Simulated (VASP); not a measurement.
# PIr2 (Fm-3m) in VASP: a series of runs, part 2 of 3

VASP 6.6.1. The steps go on from the part before.

## (3) Electric field gradients, LDA (volume scaled by 0.94)

The input, INCAR:

```
PREC = Accurate
ENCUT = 520
EDIFF = 1E-8
ISMEAR = -1
SIGMA = 0.05
LREAL = F
LASPH = T
NELM = 100
ALGO = Normal
ISIF = 2
LWAVE = F
LCHARG = F
LEFG = T
NBANDS = 18
```

The input, KPOINTS:

```
regular mesh
0
Gamma
  11 11 11
```

The input, POSCAR:

```
PIr2
1.0
    0.0000000000      2.7110045559      2.7110045559
    2.7110045559      0.0000000000      2.7110045559
    2.7110045559      2.7110045559      0.0000000000
P Ir
1 2
Direct
    0.0000000000      0.0000000000      0.0000000000
    0.2500000000      0.2500000000      0.2500000000
    0.7500000000      0.7500000000      0.7500000000
```

Potentials or basis: VASP PAW LDA potentials, release 64 (P, Ir).

Command:

```
cat potpaw_LDA.64/P/POTCAR potpaw_LDA.64/Ir/POTCAR > POTCAR
mpirun -np 1 vasp_std > vasp.out
```

OUTCAR:

```text
PREC = Accurate
   ENCUT = 520
   EDIFF = 1E-8
   ISMEAR = -1
   LREAL = F
   LASPH = T
   NELM = 100
   ISIF = 2

 ion  position               nearest neighbor table
   1  0.000  0.000  0.000-   3 2.35   3 2.35   3 2.35   2 2.35   2 2.35   2 2.35   3 2.35   2 2.35

   2  0.250  0.250  0.250-   1 2.35   1 2.35   1 2.35   1 2.35   3 2.71   3 2.71   3 2.71   3 2.71
                             3 2.71   3 2.71
   3  0.750  0.750  0.750-   1 2.35   1 2.35   1 2.35   1 2.35   2 2.71   2 2.71   2 2.71   2 2.71
                             2 2.71   2 2.71

  LATTYP: Found a face centered cubic cell.
 ALAT       =     5.4220091118

  Lattice vectors:

 A1 = (   0.0000000000,   2.7110045559,   2.7110045559)
 A2 = (   2.7110045559,   0.0000000000,   2.7110045559)
 A3 = (   2.7110045559,   2.7110045559,   0.0000000000)

Analysis of symmetry for initial positions (statically):
=====================================================================
 Subroutine PRICEL returns:
 Original cell was already a primitive cell.

 Routine SETGRP: Setting up the symmetry group for a
 face centered cubic supercell.

 Subroutine GETGRP returns: Found 48 space group operations
 (whereof 48 operations were pure point group operations)
 out of a pool of 48 trial point group operations.

The static configuration has the point symmetry O_h .

Analysis of symmetry for dynamics (positions and initial velocities):
=====================================================================
 Subroutine PRICEL returns:
 Original cell was already a primitive cell.

 Routine SETGRP: Setting up the symmetry group for a
 face centered cubic supercell.

 Subroutine GETGRP returns: Found 48 space group operations
 (whereof 48 operations were pure point group operations)
 out of a pool of 48 trial point group operations.

The dynamic configuration has the point symmetry O_h .

 Subroutine INISYM returns: Found 48 space group operations
 (whereof 48 operations are pure point group operations),
 and found     1 'primitive' translations

----------------------------------------------------------------------------------------

                                     Primitive cell

  volume of cell :      39.8493

  direct lattice vectors                    reciprocal lattice vectors
     0.000000000  2.711004556  2.711004556    -0.184433478  0.184433478  0.184433478
     2.711004556  0.000000000  2.711004556     0.184433478 -0.184433478  0.184433478
     2.711004556  2.711004556  0.000000000     0.184433478  0.184433478 -0.184433478

  length of vectors
     3.833939411  3.833939411  3.833939411     0.319448155  0.319448155  0.319448155

  position of ions in fractional coordinates (direct lattice)
     0.000000000  0.000000000  0.000000000
     0.250000000  0.250000000  0.250000000
     0.750000000  0.750000000  0.750000000

  ion indices of the primitive-cell ions
   primitive index   ion index
                 1           1
                 2           2
                 3           3

----------------------------------------------------------------------------------------

[... 77 lines left out ...]
   POTIM  = 0.5000    time-step for ionic-motion
   TEBEG  =    0.0;   TEEND  =   0.0 temperature during run
   PSTRESS=    0.0 pullay stress
   NELECT =      23.0000    total number of electrons
   NUPDOWN=      -1.0000    fix difference up-down
   EMIN   =  10.00;   EMAX   =-10.00  energy-range for DOS
   EFERMI =   0.00;   METHOD = LEGACY
   ISMEAR =    -1;   SIGMA  =   0.05  broadening in eV -4-tet -1-fermi 0-gaus
   EFERMI_NEDOS =   21; number of points for ismear=-14 and -15
   IALGO  =     38    algorithm
   IMIX   =      4    mixing-type and parameters
     AMIX     =   0.40;   BMIX     =  1.00
     AMIX_MAG =   1.60;   BMIX_MAG =  1.00
  volume/ion in A,a.u.               =      13.28        89.64
  Fermi-wavevector in a.u.,A,eV,Ry     =   1.363046  2.575784 25.278190  1.857895
  Thomas-Fermi vector in A             =   2.489483
   LORBIT       =      0    0 simple, 1 ext, 2 COOP (PROOUT), +10 PAW based schemes
   GGA     = CA    functional components
   LHFCALC =     F    Hartree Fock is set to
   AEXX    =    0.0000 exact exchange contribution
   IVDW    =     0    specifies the selected vdW correction
   LEPSILON=     F    determine dielectric tensor
   LRPA    =     F    only Hartree local field effects (RPA)
 non-spin polarized calculation
  energy-cutoff  :      520.00
  volume of cell :       39.85
 maximum number of plane-waves:      1082
 NGX is ok and might be reduce to    30
   NGX = 15   NGY = 15   NGZ = 15

 number of electron      22.9999999 magnetization

 Free energy of the ion-electron system (eV)
  ---------------------------------------------------
  ext. energy  EPLUGINS =         0.00000000
  ---------------------------------------------------
  free energy    TOTEN  =       -27.91955461 eV

  energy without entropy =      -27.91407479  energy(sigma->0) =      -27.91681470

 E-fermi :  10.9506     XC(G=0): -13.4609

 val. band max:       10.9166753403   @ k =  -0.2727   0.2727   0.0000
 cond. band min:      10.9570801314   @ k =   0.3636   0.2727   0.0909
 fundamental gap:      0.0404047911
 Fermi energy:        10.9506163627

 k-point     1 :       0.0000    0.0000    0.0000
  band No.  band energies     occupation
      1      -4.1633      2.00000
      2       2.6824      2.00000
      3       2.6824      2.00000
      4       2.6824      2.00000
      5       4.3363      2.00000
      6       4.3363      2.00000
[... 481 lines left out ...]
      5       5.0678      2.00000
      6       5.5965      2.00000
[... 10 lines left out ...]
     17      18.3589      0.00000
     18      20.5188      0.00000

 [... further k-points ...]
[... 5 lines left out ...]
  --------------------------------------------------------------------------------------
  -------------------------------------------------------------------------------------
  Total        4.6894115      4.6894115      4.6894115     -0.0000000      0.0000000     -0.0000000
  in kB      188.5420338    188.5420338    188.5420338     -0.0000000      0.0000000     -0.0000000
  external PRESSURE =     188.5420338 kB  Pullay stress =       0.0000000 kB

 VOLUME and BASIS-vectors are now :
 -----------------------------------------------------------------------------
  energy-cutoff  :      520.00
  volume of cell :       39.85
      direct lattice vectors                 reciprocal lattice vectors
     0.000000000  2.711004556  2.711004556    -0.184433478  0.184433478  0.184433478
     2.711004556  0.000000000  2.711004556     0.184433478 -0.184433478  0.184433478
     2.711004556  2.711004556  0.000000000     0.184433478  0.184433478 -0.184433478

 POSITION                                       TOTAL-FORCE (eV/Angst)
 -----------------------------------------------------------------------------------
      0.00000      0.00000      0.00000        -0.000000      0.000000      0.000000
      1.35550      1.35550      1.35550        -0.000000     -0.000000     -0.000000
      4.06651      4.06651      4.06651         0.000000      0.000000      0.000000
 -----------------------------------------------------------------------------------
    total drift:                               -0.000000      0.000000      0.000000

  FREE ENERGIE OF THE ION-ELECTRON SYSTEM (eV)
  ---------------------------------------------------
  free  energy   TOTEN  =       -27.9195546092 eV

  energy  without entropy=      -27.9140747944  energy(sigma->0) =      -27.91681470

 Electric field gradients (V/A^2)
---------------------------------------------------------------------
 ion       V_xx      V_yy      V_zz      V_xy      V_xz      V_yz
---------------------------------------------------------------------
   1       0.000     0.000     0.000    -0.000    -0.000    -0.000
   2       0.000     0.000     0.000    -0.000    -0.000    -0.000
   3       0.000     0.000     0.000    -0.000    -0.000    -0.000
---------------------------------------------------------------------

 Electric field gradients after diagonalization (V/A^2)
 (convention: |V_zz| > |V_xx| > |V_yy|)
----------------------------------------------------------------------
 ion       V_xx      V_yy      V_zz     asymmetry (V_yy - V_xx)/ V_zz
----------------------------------------------------------------------
   1       0.000     0.000    -0.000       0.000
   2       0.000     0.000    -0.000       0.000
   3       0.000     0.000    -0.000       0.000
----------------------------------------------------------------------

           NMR quadrupolar parameters

 Cq : quadrupolar parameter    Cq=e*Q*V_zz/h
 eta: asymmetry parameters     (V_yy - V_xx)/ V_zz
 Q  : nuclear electric quadrupole moment in mb (millibarn)
----------------------------------------------------------------------
 ion       Cq(MHz)       eta       Q (mb)
----------------------------------------------------------------------
   1      -0.000       0.000       1.000
   2      -0.000       0.000       1.000
   3      -0.000       0.000       1.000
----------------------------------------------------------------------
```

It took 50 s on 1 thread of Intel Xeon Platinum 8259CL at 2.50GHz (Skylake/Cascade Lake), shared host; peak memory 0.18 GiB.

What came out:

```yaml
Free_energy: -27.9196 eV
Pressure: 18.9 GPa
```

Caveat: without QUAD_EFG the Cq values of the log hold for a quadrupole moment of 1 mb, not for the nuclei; spin-orbit coupling is left out, which moves the levels of the heavy elements.

## (4) Electric field gradients, LDA (volume scaled by 0.98)

The input, INCAR:

```
PREC     = Accurate       # precision mode
ENCUT    = 520            # plane-wave cutoff, eV
EDIFF    = 1E-8           # SCF threshold, eV
ISMEAR   = -1             # smearing method
SIGMA    = 0.05           # smearing width, eV
LREAL    = F              # projectors in reciprocal space
LASPH    = T              # aspherical terms in the spheres
NELM     = 80             # most SCF steps
ALGO     = Normal         # electronic algorithm
ISIF     = 2              # what is computed and relaxed
LWAVE    = F              # write WAVECAR
LCHARG   = F              # write CHGCAR
LEFG     = T            
NBANDS   = 18             # bands
```

The input, KPOINTS:

```
Automatic mesh
0
Gamma
  11 11 11
```

The input, POSCAR:

```
PIr2
1.0
    0.0000000000      2.7489256148      2.7489256148
    2.7489256148      0.0000000000      2.7489256148
    2.7489256148      2.7489256148      0.0000000000
P Ir
1 2
Direct
    0.0000000000      0.0000000000      0.0000000000
    0.2500000000      0.2500000000      0.2500000000
    0.7500000000      0.7500000000      0.7500000000
```

Potentials or basis: VASP PAW LDA potentials, release 64 (P, Ir).

Command:

```
cat potpaw_LDA.64/P/POTCAR potpaw_LDA.64/Ir/POTCAR > POTCAR
mpirun -np 1 vasp_std > vasp.out
```

OUTCAR:

```text
PREC = Accurate
   ENCUT = 520
   EDIFF = 1E-8
   ISMEAR = -1
   LREAL = F
   LASPH = T
   NELM = 80
   ISIF = 2

 ion  position               nearest neighbor table
   1  0.000  0.000  0.000-   3 2.38   3 2.38   3 2.38   2 2.38   3 2.38   2 2.38   2 2.38   2 2.38

   2  0.250  0.250  0.250-   1 2.38   1 2.38   1 2.38   1 2.38   3 2.75   3 2.75   3 2.75   3 2.75
                             3 2.75   3 2.75
   3  0.750  0.750  0.750-   1 2.38   1 2.38   1 2.38   1 2.38   2 2.75   2 2.75   2 2.75   2 2.75
                             2 2.75   2 2.75

  LATTYP: Found a face centered cubic cell.
 ALAT       =     5.4978512296

  Lattice vectors:

 A1 = (   0.0000000000,   2.7489256148,   2.7489256148)
 A2 = (   2.7489256148,   0.0000000000,   2.7489256148)
 A3 = (   2.7489256148,   2.7489256148,   0.0000000000)

Analysis of symmetry for initial positions (statically):
=====================================================================
 Subroutine PRICEL returns:
 Original cell was already a primitive cell.

 Routine SETGRP: Setting up the symmetry group for a
 face centered cubic supercell.

 Subroutine GETGRP returns: Found 48 space group operations
 (whereof 48 operations were pure point group operations)
 out of a pool of 48 trial point group operations.

The static configuration has the point symmetry O_h .

Analysis of symmetry for dynamics (positions and initial velocities):
=====================================================================
 Subroutine PRICEL returns:
 Original cell was already a primitive cell.

 Routine SETGRP: Setting up the symmetry group for a
 face centered cubic supercell.

 Subroutine GETGRP returns: Found 48 space group operations
 (whereof 48 operations were pure point group operations)
 out of a pool of 48 trial point group operations.

The dynamic configuration has the point symmetry O_h .

 Subroutine INISYM returns: Found 48 space group operations
 (whereof 48 operations are pure point group operations),
 and found     1 'primitive' translations

----------------------------------------------------------------------------------------

                                     Primitive cell

  volume of cell :      41.5450

  direct lattice vectors                    reciprocal lattice vectors
     0.000000000  2.748925615  2.748925615    -0.181889243  0.181889243  0.181889243
     2.748925615  0.000000000  2.748925615     0.181889243 -0.181889243  0.181889243
     2.748925615  2.748925615  0.000000000     0.181889243  0.181889243 -0.181889243

  length of vectors
     3.887567886  3.887567886  3.887567886     0.315041411  0.315041411  0.315041411

  position of ions in fractional coordinates (direct lattice)
     0.000000000  0.000000000  0.000000000
     0.250000000  0.250000000  0.250000000
     0.750000000  0.750000000  0.750000000

  ion indices of the primitive-cell ions
   primitive index   ion index
                 1           1
                 2           2
                 3           3

----------------------------------------------------------------------------------------

[... 77 lines left out ...]
   POTIM  = 0.5000    time-step for ionic-motion
   TEBEG  =    0.0;   TEEND  =   0.0 temperature during run
   PSTRESS=    0.0 pullay stress
   NELECT =      23.0000    total number of electrons
   NUPDOWN=      -1.0000    fix difference up-down
   EMIN   =  10.00;   EMAX   =-10.00  energy-range for DOS
   EFERMI =   0.00;   METHOD = LEGACY
   ISMEAR =    -1;   SIGMA  =   0.05  broadening in eV -4-tet -1-fermi 0-gaus
   EFERMI_NEDOS =   21; number of points for ismear=-14 and -15
   IALGO  =     38    algorithm
   IMIX   =      4    mixing-type and parameters
     AMIX     =   0.40;   BMIX     =  1.00
     AMIX_MAG =   1.60;   BMIX_MAG =  1.00
  volume/ion in A,a.u.               =      13.85        93.45
  Fermi-wavevector in a.u.,A,eV,Ry     =   1.344243  2.540251 24.585582  1.806989
  Thomas-Fermi vector in A             =   2.472252
   LORBIT       =      0    0 simple, 1 ext, 2 COOP (PROOUT), +10 PAW based schemes
   GGA     = CA    functional components
   LHFCALC =     F    Hartree Fock is set to
   AEXX    =    0.0000 exact exchange contribution
   IVDW    =     0    specifies the selected vdW correction
   LEPSILON=     F    determine dielectric tensor
   LRPA    =     F    only Hartree local field effects (RPA)
 non-spin polarized calculation
  energy-cutoff  :      520.00
  volume of cell :       41.55
 maximum number of plane-waves:      1139
 NGX is ok and might be reduce to    30
   NGX = 15   NGY = 15   NGZ = 15

 number of electron      23.0000002 magnetization

 Free energy of the ion-electron system (eV)
  ---------------------------------------------------
  ext. energy  EPLUGINS =         0.00000000
  ---------------------------------------------------
  free energy    TOTEN  =       -28.03540994 eV

  energy without entropy =      -28.02979575  energy(sigma->0) =      -28.03260285

 E-fermi :  10.2560     XC(G=0): -13.2368

 val. band max:       10.2179466807   @ k =   0.2727   0.0000   0.0000
 cond. band min:      10.2642908945   @ k =   0.3636   0.2727   0.0909
 fundamental gap:      0.0463442138
 Fermi energy:        10.2560266140

 k-point     1 :       0.0000    0.0000    0.0000
  band No.  band energies     occupation
      1      -4.4557      2.00000
      2       2.4039      2.00000
      3       2.4039      2.00000
      4       2.4039      2.00000
      5       4.0330      2.00000
      6       4.0330      2.00000
[... 481 lines left out ...]
      5       4.7227      2.00000
      6       5.2242      2.00000
[... 10 lines left out ...]
     17      17.3370      0.00000
     18      19.5052      0.00000

 [... further k-points ...]
[... 5 lines left out ...]
  --------------------------------------------------------------------------------------
  -------------------------------------------------------------------------------------
  Total        0.9001567      0.9001567      0.9001567      0.0000000      0.0000000      0.0000000
  in kB       34.7144081     34.7144081     34.7144081      0.0000000      0.0000000      0.0000000
  external PRESSURE =      34.7144081 kB  Pullay stress =       0.0000000 kB

 VOLUME and BASIS-vectors are now :
 -----------------------------------------------------------------------------
  energy-cutoff  :      520.00
  volume of cell :       41.55
      direct lattice vectors                 reciprocal lattice vectors
     0.000000000  2.748925615  2.748925615    -0.181889243  0.181889243  0.181889243
     2.748925615  0.000000000  2.748925615     0.181889243 -0.181889243  0.181889243
     2.748925615  2.748925615  0.000000000     0.181889243  0.181889243 -0.181889243

 POSITION                                       TOTAL-FORCE (eV/Angst)
 -----------------------------------------------------------------------------------
      0.00000      0.00000      0.00000        -0.000000     -0.000000     -0.000000
      1.37446      1.37446      1.37446         0.000000      0.000000     -0.000000
      4.12339      4.12339      4.12339         0.000000     -0.000000      0.000000
 -----------------------------------------------------------------------------------
    total drift:                               -0.000000      0.000000      0.000000

  FREE ENERGIE OF THE ION-ELECTRON SYSTEM (eV)
  ---------------------------------------------------
  free  energy   TOTEN  =       -28.0354099415 eV

  energy  without entropy=      -28.0297957542  energy(sigma->0) =      -28.03260285

 Electric field gradients (V/A^2)
---------------------------------------------------------------------
 ion       V_xx      V_yy      V_zz      V_xy      V_xz      V_yz
---------------------------------------------------------------------
   1       0.000     0.000     0.000    -0.000    -0.000    -0.000
   2      -0.000    -0.000     0.000    -0.000    -0.000    -0.000
   3      -0.000    -0.000     0.000    -0.000    -0.000    -0.000
---------------------------------------------------------------------

 Electric field gradients after diagonalization (V/A^2)
 (convention: |V_zz| > |V_xx| > |V_yy|)
----------------------------------------------------------------------
 ion       V_xx      V_yy      V_zz     asymmetry (V_yy - V_xx)/ V_zz
----------------------------------------------------------------------
   1       0.000     0.000    -0.001       0.000
   2       0.000     0.000    -0.000       0.000
   3       0.000     0.000    -0.000       0.000
----------------------------------------------------------------------

           NMR quadrupolar parameters

 Cq : quadrupolar parameter    Cq=e*Q*V_zz/h
 eta: asymmetry parameters     (V_yy - V_xx)/ V_zz
 Q  : nuclear electric quadrupole moment in mb (millibarn)
----------------------------------------------------------------------
 ion       Cq(MHz)       eta       Q (mb)
----------------------------------------------------------------------
   1      -0.000       0.000       1.000
   2      -0.000       0.000       1.000
   3      -0.000       0.000       1.000
----------------------------------------------------------------------
```

It took 52 s on 1 thread of Intel Xeon Platinum 8259CL at 2.50GHz (Skylake/Cascade Lake), shared host; peak memory 0.18 GiB.

What came out:

| Property | Result |
| --- | --- |
| Free energy | -28.0354 eV |
| Pressure | 3.5 GPa |

Levels at points of the mesh, in eV from the Fermi level:
```tsv
k point	band 9	band 10	band 11	band 12	band 13	band 14	band 15	band 16
(0.00, 0.00, 0.00)	-0.62	0.39	1.60	1.60	4.45	4.45	4.45	5.01
```

Caveat: without QUAD_EFG the Cq values of the log hold for a quadrupole moment of 1 mb, not for the nuclei; spin-orbit coupling is left out, which moves the levels of the heavy elements.

[end of part 2 of 3]
